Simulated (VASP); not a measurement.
Here is a VASP 6.6.1 calculation.

Contents of POSCAR:

```
Ag
1.0
    0.0000000000      2.0807657478      2.0807657478
    2.0807657478      0.0000000000      2.0807657478
    2.0807657478      2.0807657478      0.0000000000
Ag
1
Direct
    0.0000000000      0.0000000000      0.0000000000
```

The input INCAR.step1:

```
ALGO = Normal ; EDIFF = 1E-4
ENCUT = 520 ; GGA = PE
ISMEAR = -1 ; LASPH = True
LCHARG = False ; LREAL = False
LWAVE = True ; NBANDS = 12
NELM = 80 ; PREC = Accurate
SIGMA = 0.1
```

Contents of INCAR.step2:

```
ALGO = Normal ; EDIFF = 1E-6
ENCUT = 520 ; ISIF = 2
ISMEAR = -1 ; ISTART = 1
LASPH = True ; LCHARG = False
LMIXTAU = True ; LREAL = False
LWAVE = False ; METAGGA = R2SCAN
NBANDS = 12 ; NELM = 80
PREC = Accurate ; SIGMA = 0.1
```

File KPOINTS:

```
k-points
0
Gamma
  14 14 14
```

Potentials or basis: VASP PAW PBE potentials, release 64 (Ag).

Run with:

```console
$ cat potpaw_PBE.64/Ag/POTCAR > POTCAR
$ cp INCAR.step1 INCAR
$ mpirun -np 1 vasp_std > vasp.out
$ cp INCAR.step2 INCAR
$ mpirun -np 1 vasp_std > vasp.out
```

(1) Predict the pressure.

(2) What does it give for the band gap on the k mesh?

Answers

(1) -3.7 GPa.

(2) zero (an odd number of electrons rules out a gap without spin polarisation).

Caveat: the cell stands under tension; the PAW data sets were made with another functional, which shifts forces and pressure a little.
